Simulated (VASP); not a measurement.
Here is a VASP 6.6.1 calculation.

Contents of INCAR:

```
SYSTEM = BaZrO3
PREC     = Accurate       ! precision mode
ENCUT    = 600            ! plane-wave cutoff, eV
EDIFF    = 1E-6           ! SCF threshold, eV
ISMEAR   = 0              ! smearing method
SIGMA    = 0.01           ! smearing width, eV
LREAL    = .False.        ! projectors in reciprocal space
LASPH    = .True.         ! aspherical terms in the spheres
NELM     = 80             ! most SCF steps
ALGO     = Normal         ! electronic algorithm
ISIF     = 3              ! what is computed and relaxed
LWAVE    = .False.        ! write WAVECAR
LCHARG   = .False.        ! write CHGCAR
GGA      = RP             ! functional
IBRION   = 2              ! ionic algorithm
NSW      = 80             ! ionic steps
EDIFFG   = -0.01          ! ionic threshold
```

The input KPOINTS:

```
Automatic mesh
0
Gamma
  5 5 5
  0 0 0
```

POSCAR

```
BaZrO3
1.0
    4.1913400000      0.0000000000      0.0000000000
    0.0000000000      4.1913400000      0.0000000000
    0.0000000000      0.0000000000      4.1913400000
Ba Zr O
1 1 3
Direct
    0.0000000000      0.0000000000      0.0000000000
    0.5000000000      0.5000000000      0.5000000000
    0.0000000000      0.5000000000      0.5000000000
    0.5000000000      0.0000000000      0.5000000000
    0.5000000000      0.5000000000      0.0000000000
```

Potentials or basis: VASP PAW PBE potentials, release 64 (Ba_sv, Zr_sv, O).

Command:

```console
$ cat potpaw_PBE.64/Ba_sv/POTCAR potpaw_PBE.64/Zr_sv/POTCAR potpaw_PBE.64/O/POTCAR > POTCAR
$ mpirun -np 1 vasp_std > vasp.out
```

Question: Predict the relaxed volume.

Answer: 15.56 Å³/atom.

Question: Estimate the band gap on the k mesh.

Answer: 3.21 eV (least direct gap 3.39 eV).

Question: What does it give for the space group after relaxing (to 0.1 Å)?

Answer: Pm-3m (No. 221).

The path:
```
step  energy change (eV)  largest force (eV/Å)  pressure (GPa)  volume (Å³)
   1              0.0000                0.0000            8.50        73.63
   2             -0.0026                0.0000           -6.85        82.27
   3             -0.1041                0.0000           -0.04        77.80
```

Caveat: the PAW data sets were made with another functional, which shifts forces and pressure a little; spin-orbit coupling is left out, which moves the levels of the heavy elements; an odd mesh through Γ misses points on the zone boundary, where band edges can lie.
